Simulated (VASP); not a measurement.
A run of VASP 6.6.1 is set up as follows.

The input INCAR:

```
SYSTEM = ZnO
ALGO     = Normal         ! electronic algorithm
EDIFF    = 1E-6           ! SCF threshold, eV
ENCUT    = 520            ! plane-wave cutoff, eV
GGA      = PE             ! functional
ISIF     = 2              ! what is computed and relaxed
ISMEAR   = -1             ! smearing method
LASPH    = .True.         ! aspherical terms in the spheres
LCHARG   = .True.         ! write CHGCAR
LELF     = .True.         ! ELF
LREAL    = .False.        ! projectors in reciprocal space
LVHAR    = .True.       
LWAVE    = .False.        ! write WAVECAR
NBANDS   = 26             ! bands
NELM     = 60             ! most SCF steps
PREC     = Accurate       ! precision mode
SIGMA    = 0.02           ! smearing width, eV
```

KPOINTS

```
k-points
0
Gamma
  12 12 6
  0 0 0
```

POSCAR

```
ZnO
1.0
    3.2029874610      0.0000000000      0.0000000000
   -1.6014937305      2.7738685092      0.0000000000
    0.0000000000      0.0000000000      5.1588423268
Zn O
2 2
Direct
    0.3333333333      0.6666666667     -0.0023477531
    0.6666666667      0.3333333333      0.4976522469
    0.3333333333      0.6666666667      0.3773477531
    0.6666666667      0.3333333333      0.8773477531
```

Potentials or basis: VASP PAW PBE potentials, release 64 (Zn, O).

The run is started by

```sh
$ cat potpaw_PBE.64/Zn/POTCAR potpaw_PBE.64/O/POTCAR > POTCAR
$ mpirun -np 1 vasp_std > vasp.out
```

Predict the largest force.

0.005 eV/Å.

Predict the pressure.

12.4 GPa.

Forces on the atoms (eV/Å):
```
Zn   0.000  0.000  0.005
Zn   0.000  0.000  0.005
O    0.000  0.000 -0.005
O    0.000  0.000 -0.005
```

Caveat: the cell differs from its parent crystal (strain -1.0%).
